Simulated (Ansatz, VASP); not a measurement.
# Ir in VASP and in Ansatz

```
Ir
1.0
     0.00000    1.92471    1.92471
     1.92471    0.00000    1.92471
     1.92471    1.92471    0.00000
Ir
1
Direct
  0.00000 0.00000 0.00000
```

Alike in both runs: task relaxation of cell and atoms; functional r2SCAN; k mesh 18 × 18 × 18; occupations gaussian, width 0.1 eV; no spin polarisation.

|  | VASP | Ansatz |
| --- | --- | --- |
| version | VASP 6.6.1 | Ansatz 0.2.0 |
| potentials or method | VASP PAW PBE potentials, release 64 (Ir), cutoff 600 eV | scalar-relativistic, plane waves, PAW |
| valence electrons in the cell | 9 | 17 |

Ansatz gave:

- gap on the k mesh at the Fermi level, each at its own relaxed structure (eV): none
- relaxed volume (Å³/atom): 14.20
- relaxed cell length with the largest relative difference (Å): 2.718

**Question.** What did VASP give for the same quantities?

**Answer.** gap on the k mesh at the Fermi level, each at its own relaxed structure (eV): none; relaxed volume (Å³/atom): 14.30; relaxed cell length with the largest relative difference (Å): 2.724.

VASP's potentials were made for PBE, not for r2SCAN. A gap of «none» marks a metal or a gap that the smearing closes. VASP's potentials hold 9 valence electrons a cell and Ansatz's 17, so a difference there can come from the potentials and not from the codes.

Spin-orbit coupling is off throughout.
